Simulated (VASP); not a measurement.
Crystal: SnO.

```
CELL_PARAMETERS angstrom
3.28652 0.00000 0.00000
0.00000 5.55827 0.00000
0.00000 0.00000 4.13578
ATOMIC_POSITIONS crystal
Sn 0.50000 0.76809 0.01314
Sn 0.00000 0.23191 0.51314
O 0.50000 0.10875 0.23686
O 0.00000 0.89125 0.73686
```

Base run:

```yaml
Program: VASP 6.6.1
Functional: LDA
Potentials_or_basis: VASP PAW LDA potentials, release 64 (Sn_d, O)
Cutoff: 520 eV
k_mesh: 8 × 5 × 6
Occupations: fermi-dirac, width 0.05 eV
Spin: no spin polarisation
```

Its results: band gap on the k mesh 1.36 eV (least direct gap 1.93 eV); pressure -0.4 GPa; largest force 0.251 eV/Å.

Q: The run is repeated on the same cell with these changes: functional from LDA to PBEsol; potentials or basis from VASP PAW LDA potentials, release 64 (Sn_d, O) to VASP PAW PBE potentials, release 64 (Sn_d, O). What comes out?

A: Band gap on the k mesh 1.33 eV (least direct gap 1.90 eV); pressure 2.1 GPa; largest force 0.567 eV/Å.

Caveats: spin-orbit coupling is left out, which moves the levels of the heavy elements; the PAW data sets were made with another functional, which shifts forces and pressure a little (at least some runs).

A k mesh can miss the band edges.
